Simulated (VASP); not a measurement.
WC:

```xyz
2
Lattice="0.0000 2.1630 2.1630 2.1630 0.0000 2.1630 2.1630 2.1630 0.0000" Properties=species:S:1:pos:R:3 pbc="T T T"
W     0.0000    0.0000    0.0000
C     2.1630    2.1630    2.1630
```

This cell differs from its parent crystal: volume scaled by 0.96.

Base run:

```yaml
Program: VASP 6.6.1
Functional: PBEsol
Potentials_or_basis: VASP PAW PBE potentials, release 64 (W_sv, C)
Cutoff: 520 eV
k_mesh: 10 × 10 × 10
Occupations: fermi-dirac, width 0.05 eV
Spin: no spin polarisation
```

Its results: band gap on the k mesh zero (band 9 reaches 14.02 eV, above the bottom of band 10 at 10.63 eV); pressure 6.4 GPa.

Question: The run is repeated on the same cell with these changes: functional from PBEsol to PBE. What comes out?

Answer: Band gap on the k mesh zero (band 9 reaches 14.17 eV, above the bottom of band 10 at 10.79 eV); pressure 15.6 GPa.

PBE binds less tightly than PBEsol, so the same cell stands under more pressure.

Caveats: spin-orbit coupling is left out, which moves the levels of the heavy elements; the PAW data sets were made with another functional, which shifts forces and pressure a little (some runs).
